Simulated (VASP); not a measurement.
Runs of VASP 6.6.1 on Be3Rh. The structure is that of space group I4/mmm (No. 139), or close to it. The cells are those of the table. 

```csv
task,cell,cutoff (eV),gap on the mesh (eV),pressure (GPa)
relaxation of cell and atoms,"relaxed to 5 GPa from a = 4.296 Å, angles 135.8, 135.8, 64.3°, 4 atoms",600,none,5.0
single point,"a = 4.102 Å, angles 135.5, 135.5, 64.7°, 4 atoms",520,none,20.7
single point,"a = 4.193 Å, angles 135.6, 135.6, 64.6°, 4 atoms",520,none,5.6
relaxation of cell and atoms,"relaxed to 20 GPa from a = 4.296 Å, angles 135.8, 135.8, 64.3°, 4 atoms",600,none,20.0
relaxation of cell and atoms,"relaxed from a = 4.296 Å, angles 135.8, 135.8, 64.3°, 4 atoms",600,none,0.0
relaxation of cell and atoms,"relaxed to 10 GPa from a = 4.296 Å, angles 135.8, 135.8, 64.3°, 4 atoms",600,none,10.0
single point,"a = 4.160 Å, angles 135.6, 135.6, 64.6°, 4 atoms",520,none,10.6
single point,"a = 4.229 Å, angles 135.6, 135.6, 64.5°, 4 atoms",520,none,(a)
```

Alike in all rows: level LDA; potentials or basis VASP PAW LDA potentials, release 64 (Be, Rh_pv); no spin polarisation; k mesh 10 × 10 × 10, shifted; smearing methfessel-paxton 0.1 eV.

Fill in the values left out.

(a) 0.6.

Caveats: the cell is relaxed towards a set pressure, so the run minimises the enthalpy, not the energy (at least some runs); the cell stands under pressure (at least some runs).

A k mesh can miss the band edges, and the runs leave out spin-orbit coupling on Rh.

A gap of «none» marks levels without a gap at the run's occupations.
